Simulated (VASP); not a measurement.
# MnFeC4N4 (P-43m) in VASP: single point with PBE

Aim: the single point of MnFeC4N4 with PBE.

Program: VASP 6.6.1. These are calculated values, not measurements. Logs are shortened: lines on timing, memory, paths and dates and some standing lists are left out, and cuts for length are marked.

### Step 1. The cell of the first run

It takes space group P-43m (No. 215, cubic). The conventional cell has a = 6.006 Å, b = 6.006 Å, c = 6.006 Å, α = 90.00°, β = 90.00°, γ = 90.00°. Mn (site symmetry -43m) has 4 C at 2.07 Å within 2.7 Å. Within 2.6 Å of Fe (site symmetry -43m) lie 4 N at 1.96 Å. Within 1.6 Å of C (site symmetry 3m) lie 1 N at 1.17 Å. Within 1.6 Å of N (site symmetry 3m) lie 1 C at 1.17 Å.

### Step 2. Single point, PBE, collinear spin, ferromagnetic start

File INCAR:

```
PREC = Accurate ; ENCUT = 520
EDIFF = 1E-7 ; ISMEAR = 0
SIGMA = 0.1 ; LREAL = F
LASPH = T ; NELM = 150
ALGO = Normal ; ISIF = 2
LWAVE = F ; LCHARG = T
ISPIN = 2 ; MAGMOM = 4 4 0 0 0 0 0 0 0 0
LORBIT = 11 ; LMAXMIX = 4
GGA = PE ; LELF = T
LVHAR = T ; NBANDS = 44
```

File KPOINTS:

```
Automatic mesh
0
Gamma
  4 4 4
```

File POSCAR:

```
MnFeC4N4
1.0
    6.0064201834      0.0000000000      0.0000000000
    0.0000000000      6.0064201834      0.0000000000
    0.0000000000      0.0000000000      6.0064201834
Mn Fe C N
1 1 4 4
Direct
    0.0000000000      0.0000000000      0.0000000000
    0.5000000000      0.5000000000      0.5000000000
    0.1992276685      0.1992276685      0.1992276685
    0.1992276685      0.8007723315      0.8007723315
    0.8007723315      0.1992276685      0.8007723315
    0.8007723315      0.8007723315      0.1992276685
    0.3117649112      0.3117649112      0.3117649112
    0.3117649112      0.6882350888      0.6882350888
    0.6882350888      0.3117649112      0.6882350888
    0.6882350888      0.6882350888      0.3117649112
```

Potentials or basis: VASP PAW PBE potentials, release 64 (Mn_pv, Fe, C, N).

Started as:

```
$ cat potpaw_PBE.64/Mn_pv/POTCAR potpaw_PBE.64/Fe/POTCAR potpaw_PBE.64/C/POTCAR potpaw_PBE.64/N/POTCAR > POTCAR
$ mpirun -np 1 vasp_std > vasp.out
```

OUTCAR:

```text
PREC = Accurate
   ENCUT = 520
   EDIFF = 1E-7
   ISMEAR = 0
   LREAL = F
   LASPH = T
   NELM = 150
   ISIF = 2
   ISPIN = 2
   LORBIT = 11
   GGA = PE

 ion  position               nearest neighbor table
   1  0.000  0.000  0.000-   3 2.07   4 2.07   5 2.07   6 2.07
   2  0.500  0.500  0.500-   7 1.96   8 1.96   9 1.96  10 1.96
   3  0.199  0.199  0.199-   7 1.17   1 2.07
   4  0.199  0.801  0.801-   8 1.17   1 2.07
   5  0.801  0.199  0.801-   9 1.17   1 2.07
   6  0.801  0.801  0.199-  10 1.17   1 2.07
   7  0.312  0.312  0.312-   3 1.17   2 1.96
   8  0.312  0.688  0.688-   4 1.17   2 1.96
   9  0.688  0.312  0.688-   5 1.17   2 1.96
  10  0.688  0.688  0.312-   6 1.17   2 1.96

  LATTYP: Found a simple cubic cell.
 ALAT       =     6.0064201834

  Lattice vectors:

 A1 = (   6.0064201834,   0.0000000000,   0.0000000000)
 A2 = (   0.0000000000,   6.0064201834,   0.0000000000)
 A3 = (   0.0000000000,   0.0000000000,   6.0064201834)

Analysis of symmetry for initial positions (statically):
=====================================================================
 Subroutine PRICEL returns:
 Original cell was already a primitive cell.

 Routine SETGRP: Setting up the symmetry group for a
 simple cubic supercell.

 Subroutine GETGRP returns: Found 24 space group operations
 (whereof 24 operations were pure point group operations)
 out of a pool of 48 trial point group operations.

The static configuration has the point symmetry T_d .

Analysis of symmetry for dynamics (positions and initial velocities):
=====================================================================
 Subroutine PRICEL returns:
 Original cell was already a primitive cell.

 Routine SETGRP: Setting up the symmetry group for a
 simple cubic supercell.

 Subroutine GETGRP returns: Found 24 space group operations
 (whereof 24 operations were pure point group operations)
 out of a pool of 48 trial point group operations.

The dynamic configuration has the point symmetry T_d .

Analysis of structural, dynamic, and magnetic symmetry:
=====================================================================
 Subroutine PRICEL returns:
 Original cell was already a primitive cell.

 Routine SETGRP: Setting up the symmetry group for a
 simple cubic supercell.

 Subroutine GETGRP returns: Found 24 space group operations
 (whereof 24 operations were pure point group operations)
 out of a pool of 48 trial point group operations.

The overall configuration has the point symmetry T_d .

 Subroutine INISYM returns: Found 24 space group operations
 (whereof 24 operations are pure point group operations),
 and found     1 'primitive' translations

----------------------------------------------------------------------------------------

                                     Primitive cell

  volume of cell :     216.6941

  direct lattice vectors                    reciprocal lattice vectors
     6.006420183  0.000000000  0.000000000     0.166488519  0.000000000  0.000000000
     0.000000000  6.006420183  0.000000000     0.000000000  0.166488519  0.000000000
     0.000000000  0.000000000  6.006420183     0.000000000  0.000000000  0.166488519

  length of vectors
     6.006420183  6.006420183  6.006420183     0.166488519  0.166488519  0.166488519

  position of ions in fractional coordinates (direct lattice)
     0.000000000  0.000000000  0.000000000
     0.500000000  0.500000000  0.500000000
     0.199227669  0.199227669  0.199227669
     0.199227669  0.800772331  0.800772331
     0.800772331  0.199227669  0.800772331
     0.800772331  0.800772331  0.199227669
     0.311764911  0.311764911  0.311764911
     0.311764911  0.688235089  0.688235089
     0.688235089  0.311764911  0.688235089
     0.688235089  0.688235089  0.311764911

  ion indices of the primitive-cell ions
   primitive index   ion index
                 1           1
                 2           2
[... 52 lines left out ...]
   ions per type =               1   1   4   4
   NGX,Y,Z   is equivalent  to a cutoff of  13.29, 13.29, 13.29 a.u.
   NGXF,Y,Z  is equivalent  to a cutoff of  26.57, 26.57, 26.57 a.u.
 SYSTEM =  unknown system
   PREC   = accura    normal or accurate (medium, high low for compatibility)
   ISTART =      0    job   : 0-new  1-cont  2-samecut
   ICHARG =      2    charge: 1-file 2-atom 10-const
   ISPIN  =      2    spin polarized calculation?
   LNONCOLLINEAR =      F non collinear calculations
   LSORBIT =      F    spin-orbit coupling
   LASPH  =      T    aspherical Exc in radial PAW
   ENCUT  =  520.0 eV  38.22 Ry    6.18 a.u.  11.17 11.17 11.17*2*pi/ulx,y,z
   NELM   =    150;   NELMIN=  2; NELMDL= -5     # of ELM steps
   EDIFF  = 0.1E-06   stopping-criterion for ELM
   LREAL  =      F    real-space projection
   EDIFFG = 0.1E-05   stopping-criterion for IOM
   NSW    =      0    number of steps for IOM
   IBRION =     -1    ionic relax: 0-MD 1-quasi-New 2-CG
   NFREE  =      0    steps in history (QN), initial steepest desc. (CG)
   ISIF   =      2    stress and relaxation
   ISYM   =      2    0-nonsym 1-usesym 2-fastsym
   POTIM  = 0.5000    time-step for ionic-motion
   TEBEG  =    0.0;   TEEND  =   0.0 temperature during run
   PSTRESS=    0.0 pullay stress
   NELECT =      57.0000    total number of electrons
   NUPDOWN=      -1.0000    fix difference up-down
   EMIN   =  10.00;   EMAX   =-10.00  energy-range for DOS
   EFERMI =   0.00;   METHOD = LEGACY
   ISMEAR =     0;   SIGMA  =   0.10  broadening in eV -4-tet -1-fermi 0-gaus
   EFERMI_NEDOS =   21; number of points for ismear=-14 and -15
   IALGO  =     38    algorithm
   IMIX   =      4    mixing-type and parameters
     AMIX     =   0.40;   BMIX     =  1.00
     AMIX_MAG =   1.60;   BMIX_MAG =  1.00
  volume/ion in A,a.u.               =      21.67       146.23
  Fermi-wavevector in a.u.,A,eV,Ry     =   1.048940  1.982210 14.970158  1.100276
  Thomas-Fermi vector in A             =   2.183882
   LORBIT       =     11    0 simple, 1 ext, 2 COOP (PROOUT), +10 PAW based schemes
   GGA     = PE    functional components
   LHFCALC =     F    Hartree Fock is set to
   AEXX    =    0.0000 exact exchange contribution
   IVDW    =     0    specifies the selected vdW correction
   LEPSILON=     F    determine dielectric tensor
   LRPA    =     F    only Hartree local field effects (RPA)
 spin polarized calculation
 Gauss-broadening in eV      SIGMA  =   0.10
  energy-cutoff  :      520.00
  volume of cell :      216.69
 maximum number of plane-waves:      5866
 NGX is ok and might be reduce to    48
   NGX = 23   NGY = 23   NGZ = 23

 number of electron      57.0000039 magnetization       4.7955039

 Free energy of the ion-electron system (eV)
  ---------------------------------------------------
  ext. energy  EPLUGINS =         0.00000000
  ---------------------------------------------------
  free energy    TOTEN  =       -81.71815888 eV

  energy without entropy =      -81.60262980  energy(sigma->0) =      -81.66039434

 E-fermi :  -1.1246     XC(G=0):  -6.9601

 val. band max:       -1.1256435447   @ k =   0.5000   0.5000   0.0000
 cond. band min:      -1.1180708786   @ k =   0.2500   0.2500   0.0000
 fundamental gap:      0.0075726661
 Fermi energy:        -1.1246107739

 spin component 1

 k-point     1 :       0.0000    0.0000    0.0000
  band No.  band energies     occupation
      1     -51.2983      1.00000
      2     -51.2983      1.00000
      3     -51.2983      1.00000
      4     -19.0923      1.00000
      5     -18.9831      1.00000
      6     -18.9831      1.00000
[... 419 lines left out ...]
     39       3.9523      0.00000
     40       3.9523      0.00000
 Fermi energy:        -1.1246107739

 spin component 2

 k-point     1 :       0.0000    0.0000    0.0000
  band No.  band energies     occupation
      1     -47.0571      1.00000
      2     -47.0571      1.00000
      3     -47.0571      1.00000
      4     -19.0252      1.00000
      5     -18.9168      1.00000
      6     -18.9168      1.00000
[... 419 lines left out ...]
     39       4.0105      0.00000
     40       4.1259      0.00000
 [bands above 40 left out]

------------------------ aborting loop because EDIFF is reached ----------------------------------------

  FORCE on cell =-STRESS in cart. coord.  units (eV):
  Direction    XX          YY          ZZ          XY          YZ          ZX
  --------------------------------------------------------------------------------------
  -------------------------------------------------------------------------------------
  Total       -2.6941057     -2.6941057     -2.6941057      0.0000000      0.0000000      0.0000000
  in kB      -19.9194841    -19.9194841    -19.9194841      0.0000000      0.0000000      0.0000000
  external PRESSURE =     -19.9194841 kB  Pullay stress =       0.0000000 kB

 VOLUME and BASIS-vectors are now :
 -----------------------------------------------------------------------------
  energy-cutoff  :      520.00
  volume of cell :      216.69
      direct lattice vectors                 reciprocal lattice vectors
     6.006420183  0.000000000  0.000000000     0.166488519  0.000000000  0.000000000
     0.000000000  6.006420183  0.000000000     0.000000000  0.166488519  0.000000000
     0.000000000  0.000000000  6.006420183     0.000000000  0.000000000  0.166488519

 POSITION                                       TOTAL-FORCE (eV/Angst)
 -----------------------------------------------------------------------------------
      0.00000      0.00000      0.00000         0.000000      0.000000      0.000000
      3.00321      3.00321      3.00321         0.000000      0.000000      0.000000
      1.19665      1.19665      1.19665        -0.528864     -0.528864     -0.528864
      1.19665      4.80978      4.80978        -0.528864      0.528864      0.528864
      4.80978      1.19665      4.80978         0.528864     -0.528864      0.528864
      4.80978      4.80978      1.19665         0.528864      0.528864     -0.528864
      1.87259      1.87259      1.87259         1.085701      1.085701      1.085701
      1.87259      4.13383      4.13383         1.085701     -1.085701     -1.085701
      4.13383      1.87259      4.13383        -1.085701      1.085701     -1.085701
      4.13383      4.13383      1.87259        -1.085701     -1.085701      1.085701
 -----------------------------------------------------------------------------------
    total drift:                               -0.000000     -0.000000     -0.000000

  FREE ENERGIE OF THE ION-ELECTRON SYSTEM (eV)
  ---------------------------------------------------
  free  energy   TOTEN  =       -81.7181588761 eV

  energy  without entropy=      -81.6026298050  energy(sigma->0) =      -81.66039434

 total charge

# of ion       s       p       d       tot
------------------------------------------
    1        0.304   6.321   4.847  11.472
    2        0.362   0.484   6.171   7.017
    3        0.964   1.610   0.000   2.575
    4        0.964   1.610   0.000   2.575
    5        0.964   1.610   0.000   2.575
    6        0.964   1.610   0.000   2.575
    7        1.300   2.581   0.000   3.881
    8        1.300   2.581   0.000   3.881
    9        1.300   2.581   0.000   3.881
   10        1.300   2.581   0.000   3.881
--------------------------------------------------
tot          9.722  23.571  11.018  44.311

 magnetization (x)

# of ion       s       p       d       tot
------------------------------------------
    1        0.026   0.089   3.853   3.967
    2        0.000  -0.003   0.164   0.161
    3        0.000  -0.025   0.000  -0.025
    4        0.000  -0.025   0.000  -0.025
    5        0.000  -0.025   0.000  -0.025
    6        0.000  -0.025   0.000  -0.025
    7        0.004   0.053   0.000   0.057
    8        0.004   0.053   0.000   0.057
    9        0.004   0.053   0.000   0.057
   10        0.004   0.053   0.000   0.057
--------------------------------------------------
tot          0.045   0.197   4.017   4.259
```

Wall time 35 min (1 thread of AMD EPYC 7R13, shared host); peak memory 0.47 GiB.

What came out:

```yaml
Free_energy: -81.7182 eV
Pressure: -2.0 GPa
Largest_force: 1.880 eV/Å
Net_moment: 4.80 μB per cell
Site_moments: Mn +3.97; Fe +0.16; C -0.03; N +0.06 μB
Valence_electrons_inside_the_program's_atomic_spheres: Mn 11.47; Fe 7.02; C 2.58; N 3.88
```

Forces on the atoms (eV/Å):
```
Mn   0.000  0.000  0.000
Fe   0.000  0.000  0.000
C   -0.529 -0.529 -0.529
C   -0.529  0.529  0.529
C    0.529 -0.529  0.529
C    0.529  0.529 -0.529
N    1.086  1.086  1.086
N    1.086 -1.086 -1.086
N   -1.086  1.086 -1.086
N   -1.086 -1.086  1.086
```

Caveat: only a ferromagnetic start was run, and an antiferromagnetic order may lie lower in energy; forces of over 1 eV/Å act on the atoms, so gaps and moduli don't describe the material at rest. With open d or f shells a metallic result of PBE can be an artefact of self-interaction; +U or a hybrid may open a gap.
